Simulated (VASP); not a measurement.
CdRe5Br:

```
Cd Re Br
1.0
     4.22674    0.00000    0.00000
     0.00000    4.22674    0.00000
     0.00000    0.00000    6.45162
Cd Re Br
1 5 1
Direct
  0.50000 0.50000 0.00000
  0.00000 0.50000 0.28615
  0.00000 0.50000 0.71385
  0.50000 0.00000 0.28615
  0.50000 0.00000 0.71385
  0.00000 0.00000 0.00000
  0.00000 0.00000 0.50000
```

The cell was built from a structure type or drawn by symmetry, and may not be a known phase.

* Program: VASP 6.6.1
* Task: relaxation of cell and atoms
* Functional: PBE
* Potentials or basis: VASP PAW PBE potentials, release 64 (Cd, Re, Br)
* Cutoff: 600 eV
* k mesh: 4 × 4 × 4
* Occupations: gaussian, width 0.1 eV
* Spin: no spin polarisation

At the start: pressure 0.5 GPa; volume 16.47 Å³/atom.

**Question.** Where does the relaxation end?

**Answer.** Over 8 steps the energy falls by 6.0 meV/atom; space group P4/mmm (No. 123, to 0.1 Å) before and after.

The path:
```csv
step,energy change (eV),largest force (eV/Å),pressure (GPa),volume (Å³)
1,0.0000,0.0020,0.50,115.26
2,-0.0264,0.0301,-1.54,116.09
3,-0.0278,0.0437,-2.08,116.33
4,-0.0400,0.0484,0.09,115.16
5,-0.0402,0.0505,0.32,115.03
6,-0.0402,0.0508,0.36,115.00
7,-0.0410,0.0437,0.19,115.07
8,-0.0419,0.0307,-0.16,115.22
```

Final structure:
```
Cd Re Br
1.0
     4.15429    0.00000    0.00000
     0.00000    4.15429    0.00000
     0.00000    0.00000    6.67625
Cd Re Br
1 5 1
Cartesian
  2.0771 2.0771 0.0000
  0.0000 2.0771 1.9054
  4.1543 2.0771 4.7709
  2.0771 0.0000 1.9054
  2.0771 4.1543 4.7709
  0.0000 0.0000 0.0000
  0.0000 0.0000 3.3381
```

Caveat: the k points lie up to 0.38 Å⁻¹ apart in the final cell, too coarse for converged energies and pressures of a metal.
